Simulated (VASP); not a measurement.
# Au (Fm-3m) in VASP: notebook

Au is run at these levels: PBEsol; tasks: relaxation of cell and atoms.

All numbers are computed with VASP 6.6.1; they aren't measurements. Logs are shortened: lines on timing, memory, paths and dates and some standing lists are left out, and cuts for length are marked.

## Step 1: The cell of the first run

Symmetry: Fm-3m, No. 225, cubic system. The conventional cell has a = 4.070 Å, b = 4.070 Å, c = 4.070 Å, α = 90.00°, β = 90.00°, γ = 90.00°. Au (site symmetry m-3m) has 12 Au at 2.88 Å within 3.8 Å.

## Step 2: Relaxation of cell and atoms, PBEsol

Input file INCAR:

```
ALGO = Normal
EDIFF = 1E-7
EDIFFG = -0.01
ENCUT = 500
GGA = PS
GGA_COMPAT = False
IBRION = 2
ISIF = 3
ISMEAR = 0
LASPH = True
LCHARG = False
LREAL = False
LWAVE = False
NELM = 120
NELMIN = 4
NSW = 80
PREC = Accurate
SIGMA = 0.1
```

Input file KPOINTS:

```
k-points
0
Gamma
  10 10 10
```

Input file POSCAR:

```
Au
1.0
    0.0000000000      2.0350000000      2.0350000000
    2.0350000000      0.0000000000      2.0350000000
    2.0350000000      2.0350000000      0.0000000000
Au
1
Direct
    0.0000000000      0.0000000000      0.0000000000
```

Potentials or basis: VASP PAW PBE potentials, release 64 (Au).

Launch:

```sh
$ cat potpaw_PBE.64/Au/POTCAR > POTCAR
$ mpirun -np 1 vasp_std > vasp.out
```

OUTCAR:

```text
EDIFF = 1E-7
   EDIFFG = -0.01
   ENCUT = 500
   GGA = PS
   IBRION = 2
   ISIF = 3
   ISMEAR = 0
   LASPH = True
   LREAL = False
   NELM = 120
   NELMIN = 4
   NSW = 80
   PREC = Accurate

 ion  position               nearest neighbor table
   1  0.000  0.000  0.000-

  LATTYP: Found a face centered cubic cell.
 ALAT       =     4.0700000000

  Lattice vectors:

 A1 = (   0.0000000000,   2.0350000000,   2.0350000000)
 A2 = (   2.0350000000,   0.0000000000,   2.0350000000)
 A3 = (   2.0350000000,   2.0350000000,   0.0000000000)

Analysis of symmetry for initial positions (statically):
=====================================================================
 Subroutine PRICEL returns:
 Original cell was already a primitive cell.

 Routine SETGRP: Setting up the symmetry group for a
 face centered cubic supercell.

 Subroutine GETGRP returns: Found 48 space group operations
 (whereof 48 operations were pure point group operations)
 out of a pool of 48 trial point group operations.

The static configuration has the point symmetry O_h .

Analysis of symmetry for dynamics (positions and initial velocities):
=====================================================================
 Subroutine PRICEL returns:
 Original cell was already a primitive cell.

 Routine SETGRP: Setting up the symmetry group for a
 face centered cubic supercell.

 Subroutine GETGRP returns: Found 48 space group operations
 (whereof 48 operations were pure point group operations)
 out of a pool of 48 trial point group operations.

The dynamic configuration has the point symmetry O_h .

 Subroutine INISYM returns: Found 48 space group operations
 (whereof 48 operations are pure point group operations),
 and found     1 'primitive' translations

----------------------------------------------------------------------------------------

                                     Primitive cell

  volume of cell :      16.8548

  direct lattice vectors                    reciprocal lattice vectors
     0.000000000  2.035000000  2.035000000    -0.245700246  0.245700246  0.245700246
     2.035000000  0.000000000  2.035000000     0.245700246 -0.245700246  0.245700246
     2.035000000  2.035000000  0.000000000     0.245700246  0.245700246 -0.245700246

  length of vectors
     2.877924599  2.877924599  2.877924599     0.425565309  0.425565309  0.425565309

  position of ions in fractional coordinates (direct lattice)
     0.000000000  0.000000000  0.000000000

  ion indices of the primitive-cell ions
   primitive index   ion index
                 1           1

----------------------------------------------------------------------------------------

 KPOINTS: k-points

Automatic generation of k-mesh.
 Grid dimensions read from file:
 generate k-points for:   10   10   10

 Generating k-lattice:

  Cartesian coordinates                     Fractional coordinates (reciprocal lattice)
    -0.024570025  0.024570025  0.024570025     0.100000000  0.000000000  0.000000000
     0.024570025 -0.024570025  0.024570025     0.000000000  0.100000000  0.000000000
     0.024570025  0.024570025 -0.024570025     0.000000000  0.000000000  0.100000000

  Length of vectors
     0.042556531  0.042556531  0.042556531

  Shift w.r.t. Gamma in fractional coordinates (k-lattice)
     0.000000000  0.000000000  0.000000000

 Subroutine IBZKPT returns following result:
 ===========================================

 Found     47 irreducible k-points:

 Following reciprocal coordinates:
            Coordinates               Weight
  0.000000  0.000000  0.000000      1.000000
  0.100000  0.000000  0.000000      8.000000
  0.200000  0.000000  0.000000      8.000000
  0.300000  0.000000  0.000000      8.000000
  0.400000  0.000000  0.000000      8.000000
  0.500000  0.000000  0.000000      4.000000
[... 16 lines left out ...]
  0.300000  0.300000  0.000000      6.000000
  0.400000  0.300000  0.000000     24.000000
 [... further k-points ...]
   k-points           NKPTS =     47   k-points in BZ     NKDIM =     47   number of bands    NBANDS=      9
   number of dos      NEDOS =    301   number of ions     NIONS =      1
   total plane-waves  NPLWV =  13824
   dimension x,y,z NGX =    24 NGY =   24 NGZ =   24
   dimension x,y,z NGXF=    48 NGYF=   48 NGZF=   48
   ions per type =               1
   NGX,Y,Z   is equivalent  to a cutoff of  13.86, 13.86, 13.86 a.u.
   NGXF,Y,Z  is equivalent  to a cutoff of  27.73, 27.73, 27.73 a.u.
 SYSTEM =  unknown system
   PREC   = accura    normal or accurate (medium, high low for compatibility)
   ISTART =      0    job   : 0-new  1-cont  2-samecut
   ICHARG =      2    charge: 1-file 2-atom 10-const
   ISPIN  =      1    spin polarized calculation?
   LNONCOLLINEAR =      F non collinear calculations
   LSORBIT =      F    spin-orbit coupling
   LASPH  =      T    aspherical Exc in radial PAW
   ENCUT  =  500.0 eV  36.75 Ry    6.06 a.u.   5.25  5.25  5.25*2*pi/ulx,y,z
   NELM   =    120;   NELMIN=  4; NELMDL= -5     # of ELM steps
   EDIFF  = 0.1E-06   stopping-criterion for ELM
   LREAL  =      F    real-space projection
   EDIFFG = -.1E-01   stopping-criterion for IOM
   NSW    =     80    number of steps for IOM
   IBRION =      2    ionic relax: 0-MD 1-quasi-New 2-CG
   NFREE  =      1    steps in history (QN), initial steepest desc. (CG)
   ISIF   =      3    stress and relaxation
   ISYM   =      2    0-nonsym 1-usesym 2-fastsym
   POTIM  = 0.5000    time-step for ionic-motion
   TEBEG  =    0.0;   TEEND  =   0.0 temperature during run
   PSTRESS=    0.0 pullay stress
   NELECT =      11.0000    total number of electrons
   NUPDOWN=      -1.0000    fix difference up-down
   EMIN   =  10.00;   EMAX   =-10.00  energy-range for DOS
   EFERMI =   0.00;   METHOD = LEGACY
   ISMEAR =     0;   SIGMA  =   0.10  broadening in eV -4-tet -1-fermi 0-gaus
   EFERMI_NEDOS =   21; number of points for ismear=-14 and -15
   IALGO  =     38    algorithm
   IMIX   =      4    mixing-type and parameters
     AMIX     =   0.40;   BMIX     =  1.00
     AMIX_MAG =   1.60;   BMIX_MAG =  1.00
  volume/ion in A,a.u.               =      16.85       113.74
  Fermi-wavevector in a.u.,A,eV,Ry     =   1.420032  2.683470 27.436005  2.016489
  Thomas-Fermi vector in A             =   2.540990
   LORBIT       =      0    0 simple, 1 ext, 2 COOP (PROOUT), +10 PAW based schemes
   GGA     = PS    functional components
   LHFCALC =     F    Hartree Fock is set to
   AEXX    =    0.0000 exact exchange contribution
   IVDW    =     0    specifies the selected vdW correction
   LEPSILON=     F    determine dielectric tensor
   LRPA    =     F    only Hartree local field effects (RPA)
 conjugate gradient relaxation of ions
 non-spin polarized calculation
 Gauss-broadening in eV      SIGMA  =   0.10
  energy-cutoff  :      500.00
  volume of cell :       16.85
 maximum number of plane-waves:       444
 NGX is ok and might be reduce to    24
   NGX = 11   NGY = 11   NGZ = 11

--------------------------------------- Ionic step        1  -------------------------------------------

 number of electron      10.9999999 magnetization

 Free energy of the ion-electron system (eV)
  ---------------------------------------------------
  ext. energy  EPLUGINS =         0.00000000
  ---------------------------------------------------
  free energy    TOTEN  =        -3.90155724 eV

  energy without entropy =       -3.89912812  energy(sigma->0) =       -3.90034268

------------------------ aborting loop because EDIFF is reached ----------------------------------------

  FORCE on cell =-STRESS in cart. coord.  units (eV):
  Direction    XX          YY          ZZ          XY          YZ          ZX
  --------------------------------------------------------------------------------------
  -------------------------------------------------------------------------------------
  Total        0.2000160      0.2000160      0.2000160      0.0000000      0.0000000      0.0000000
  in kB       19.0130595     19.0130595     19.0130595      0.0000000      0.0000000      0.0000000
  external PRESSURE =      19.0130595 kB  Pullay stress =       0.0000000 kB

 VOLUME and BASIS-vectors are now :
 -----------------------------------------------------------------------------
  energy-cutoff  :      500.00
  volume of cell :       16.85
      direct lattice vectors                 reciprocal lattice vectors
     0.000000000  2.035000000  2.035000000    -0.245700246  0.245700246  0.245700246
     2.035000000  0.000000000  2.035000000     0.245700246 -0.245700246  0.245700246
     2.035000000  2.035000000  0.000000000     0.245700246  0.245700246 -0.245700246
[... 36 lines left out ...]
 POSITION                                       TOTAL-FORCE (eV/Angst)
 -----------------------------------------------------------------------------------
      0.00000      0.00000      0.00000         0.000000      0.000000      0.000000
 -----------------------------------------------------------------------------------
    total drift:                               -0.000000      0.000000      0.000000

  FREE ENERGIE OF THE ION-ELECTRON SYSTEM (eV)
  ---------------------------------------------------
  free  energy   TOTEN  =        -3.8997524847 eV

  energy  without entropy=       -3.8974569818  energy(sigma->0) =       -3.89860473

--------------------------------------- Ionic step        3  -------------------------------------------

 number of electron      11.0000000 magnetization

 Free energy of the ion-electron system (eV)
  ---------------------------------------------------
  ext. energy  EPLUGINS =         0.00000000
  ---------------------------------------------------
  free energy    TOTEN  =        -3.90262662 eV

  energy without entropy =       -3.90024736  energy(sigma->0) =       -3.90143699

 E-fermi :   9.2548     XC(G=0): -12.8852

 val. band max:        9.1187445864   @ k =   0.5000   0.2000   0.1000
 cond. band min:       9.3142820541   @ k =   0.5000   0.1000   0.0000
 fundamental gap:      0.1955374677
 Fermi energy:         9.2547767777

 k-point     1 :       0.0000    0.0000    0.0000
  band No.  band energies     occupation
      1      -0.6413      2.00000
      2       4.6054      2.00000
      3       4.6054      2.00000
      4       4.6054      2.00000
      5       6.1371      2.00000
      6       6.1371      2.00000
      7      23.7798      0.00000
      8      27.7771      0.00000
      9      27.7771      0.00000

 k-point     2 :       0.1000    0.0000    0.0000
  band No.  band energies     occupation
      1      -0.2965      2.00000
      2       4.4981      2.00000
      3       4.7186      2.00000
      4       4.7186      2.00000
      5       6.0907      2.00000
      6       6.0907      2.00000
      7      24.1472      0.00000
      8      25.8918      0.00000
      9      28.1820      0.00000
[... 253 lines left out ...]
 k-point    24 :       0.4000    0.3000    0.0000
  band No.  band energies     occupation
      1       2.5660      2.00000
      2       3.0292      2.00000
      3       5.6913      2.00000
      4       6.4257      2.00000
      5       7.2678      2.00000
      6       7.8489      2.00000
      7      19.0270      0.00000
      8      21.3717      0.00000
      9      21.5799      0.00000

 [... further k-points ...]
[... 5 lines left out ...]
  --------------------------------------------------------------------------------------
  -------------------------------------------------------------------------------------
  Total       -0.0005094     -0.0005094     -0.0005094      0.0000000      0.0000000      0.0000000
  in kB       -0.0479010     -0.0479010     -0.0479010      0.0000000      0.0000000      0.0000000
  external PRESSURE =      -0.0479010 kB  Pullay stress =       0.0000000 kB

 VOLUME and BASIS-vectors are now :
 -----------------------------------------------------------------------------
  energy-cutoff  :      500.00
  volume of cell :       17.04
      direct lattice vectors                 reciprocal lattice vectors
     0.000000000  2.042369524  2.042369524    -0.244813680  0.244813680  0.244813680
     2.042369524 -0.000000000  2.042369524     0.244813680 -0.244813680  0.244813680
     2.042369524  2.042369524  0.000000000     0.244813680  0.244813680 -0.244813680

 POSITION                                       TOTAL-FORCE (eV/Angst)
 -----------------------------------------------------------------------------------
      0.00000      0.00000      0.00000         0.000000      0.000000      0.000000
 -----------------------------------------------------------------------------------
    total drift:                               -0.000000      0.000000     -0.000000

  FREE ENERGIE OF THE ION-ELECTRON SYSTEM (eV)
  ---------------------------------------------------
  free  energy   TOTEN  =        -3.9026266201 eV

  energy  without entropy=       -3.9002473568  energy(sigma->0) =       -3.90143699

 reached required accuracy - stopping structural energy minimisation
```

It took 29 s on 1 thread of Intel Xeon 8259CL, shared host; peak memory 0.15 GiB.

What came out:

| Item | Value |
| --- | --- |
| Free energy | -3.9026 eV |
| Relaxed volume | 17.04 Å³/atom |
| Relaxed cell | a = 2.888 Å, b = 2.888 Å, c = 2.888 Å, α = 60.00°, β = 60.00°, γ = 60.00° |
| Space group after relaxing (to 0.05 Å) | Fm-3m (No. 225) |
| Energy gained by relaxing | 1.1 meV/atom |
| Ionic steps | 3 |
| Pressure after relaxing | 0.0 GPa |

The path:
| step | energy change (eV) | largest force (eV/Å) | pressure (GPa) | volume (Å³) |
| --- | --- | --- | --- | --- |
| 1 | 0.0000 | 0.0000 | 1.90 | 16.85 |
| 2 | 0.0018 | 0.0000 | -2.91 | 17.35 |
| 3 | -0.0011 | 0.0000 | 0.00 | 17.04 |

Final structure:
```xyz
1
Lattice="0.0000 2.0424 2.0424 2.0424 0.0000 2.0424 2.0424 2.0424 0.0000" Properties=species:S:1:pos:R:3 pbc="T T T"
Au    0.0000    0.0000    0.0000
```

Caveat: the PAW data sets were made with another functional, which shifts forces and pressure a little; spin-orbit coupling is left out, which moves the levels of the heavy elements. Zero-point motion and thermal expansion aren't in these numbers.

## Step 3: Relaxation of cell and atoms, PBEsol, target pressure 20 GPa, at which the enthalpy is minimised

Input file INCAR:

```
PREC = Accurate
ENCUT = 500
EDIFF = 1E-7
ISMEAR = 0
SIGMA = 0.1
LREAL = False
LASPH = True
NELM = 120
ALGO = Normal
ISIF = 3
LWAVE = False
LCHARG = False
GGA = PS
IBRION = 2
NSW = 80
EDIFFG = -0.01
PSTRESS = 200.0
GGA_COMPAT = False
NELMIN = 4
```

Input file KPOINTS:

```
Automatic mesh
0
Gamma
  10 10 10
```

POSCAR is that of step 2.

Potentials or basis: VASP PAW PBE potentials, release 64 (Au).

Launch:

```sh
$ cat potpaw_PBE.64/Au/POTCAR > POTCAR
$ mpirun -np 1 vasp_std > vasp.out
```

OUTCAR:

```text
PREC = Accurate
   ENCUT = 500
   EDIFF = 1E-7
   ISMEAR = 0
   LREAL = False
   LASPH = True
   NELM = 120
   ISIF = 3
   GGA = PS
   IBRION = 2
   NSW = 80
   EDIFFG = -0.01
   PSTRESS = 200.0
   NELMIN = 4

 ion  position               nearest neighbor table
   1  0.000  0.000  0.000-

  LATTYP: Found a face centered cubic cell.
 ALAT       =     4.0700000000

  Lattice vectors:

 A1 = (   0.0000000000,   2.0350000000,   2.0350000000)
 A2 = (   2.0350000000,   0.0000000000,   2.0350000000)
 A3 = (   2.0350000000,   2.0350000000,   0.0000000000)

Analysis of symmetry for initial positions (statically):
=====================================================================
 Subroutine PRICEL returns:
 Original cell was already a primitive cell.

 Routine SETGRP: Setting up the symmetry group for a
 face centered cubic supercell.

 Subroutine GETGRP returns: Found 48 space group operations
 (whereof 48 operations were pure point group operations)
 out of a pool of 48 trial point group operations.

The static configuration has the point symmetry O_h .

Analysis of symmetry for dynamics (positions and initial velocities):
=====================================================================
 Subroutine PRICEL returns:
 Original cell was already a primitive cell.

[... 138 lines left out ...]
 Gauss-broadening in eV      SIGMA  =   0.10
  energy-cutoff  :      500.00
  volume of cell :       16.85
 maximum number of plane-waves:       444
 NGX is ok and might be reduce to    24
   NGX = 11   NGY = 11   NGZ = 11

--------------------------------------- Ionic step        1  -------------------------------------------

 number of electron      10.9999999 magnetization

 Free energy of the ion-electron system (eV)
  ---------------------------------------------------
  ext. energy  EPLUGINS =         0.00000000
  ---------------------------------------------------
  free energy    TOTEN  =        -3.90155724 eV

  energy without entropy =       -3.89912812  energy(sigma->0) =       -3.90034268

 E-fermi :   9.4359     XC(G=0): -12.9496

 val. band max:        9.3065128799   @ k =   0.5000   0.2000   0.1000
 cond. band min:       9.4830614454   @ k =   0.5000   0.1000   0.0000
 fundamental gap:      0.1765485656
 Fermi energy:         9.4358985266

 k-point     1 :       0.0000    0.0000    0.0000
  band No.  band energies     occupation
      1      -0.5751      2.00000
      2       4.7279      2.00000
      3       4.7279      2.00000
      4       4.7279      2.00000
      5       6.2891      2.00000
      6       6.2891      2.00000
      7      23.9468      0.00000
      8      28.0070      0.00000
      9      28.0070      0.00000
[... 423 lines left out ...]
--------------------------------------- Ionic step        5  -------------------------------------------

 number of electron      11.0000001 magnetization

 Free energy of the ion-electron system (eV)
  ---------------------------------------------------
  ext. energy  EPLUGINS =         0.00000000
  ---------------------------------------------------
  free energy    TOTEN  =        -3.81953040 eV

  energy without entropy =       -3.81597999  energy(sigma->0) =       -3.81775520

 E-fermi :  10.8372     XC(G=0): -13.4276

 val. band max:       10.7986395566   @ k =   0.5000   0.1000   0.0000
 cond. band min:      11.0307769240   @ k =   0.5000   0.3000   0.1000
 fundamental gap:      0.2321373674
 Fermi energy:        10.8372085896

 k-point     1 :       0.0000    0.0000    0.0000
  band No.  band energies     occupation
      1      -0.0564      2.00000
      2       5.6657      2.00000
      3       5.6657      2.00000
      4       5.6657      2.00000
      5       7.4601      2.00000
      6       7.4601      2.00000
      7      25.2013      0.00000
      8      29.7260      0.00000
      9      29.7260      0.00000
[... 308 lines left out ...]
  energy  without entropy=       -3.8159799870  energy(sigma->0) =       -3.81775520

  enthalpy is  TOTEN    =        -1.8764911351 eV   P V=        1.9430392698

 reached required accuracy - stopping structural energy minimisation
```

Run time: 41 s. Hardware: 1 thread of Intel Xeon 8259CL, shared host; peak memory 0.15 GiB.

What came out:

- Free energy: -3.8195 eV
- Relaxed volume: 15.57 Å³/atom
- Relaxed cell: a = 2.803 Å, b = 2.803 Å, c = 2.803 Å, α = 60.00°, β = 60.00°, γ = 60.00°
- Space group after relaxing (to 0.05 Å): Fm-3m (No. 225)
- Energy change on relaxing (the enthalpy is what falls): +82.0 meV/atom
- Ionic steps: 5
- Pressure after relaxing: 20.0 GPa

The path:
```csv
step,energy change (eV),largest force (eV/Å),pressure (GPa),volume (Å³)
1,0.0000,0.0000,1.90,16.85
2,1.1997,0.0000,121.09,12.62
3,0.0703,0.0000,18.30,15.66
4,0.0782,0.0000,19.45,15.60
5,0.0820,0.0000,20.01,15.57
```

Final structure:
```yaml
crystal:
  lattice:
    - [0.00000, 1.98173, 1.98173]
    - [1.98173, 0.00000, 1.98173]
    - [1.98173, 1.98173, 0.00000]
  atoms:
    - { symbol: Au, position: [0.00000, 0.00000, 0.00000] }
```

Caveat: the cell is relaxed towards a set pressure, so the enthalpy falls and the energy may rise; the PAW data sets were made with another functional, which shifts forces and pressure a little; spin-orbit coupling is left out, which moves the levels of the heavy elements.

(Continued in part 2 of 2.)
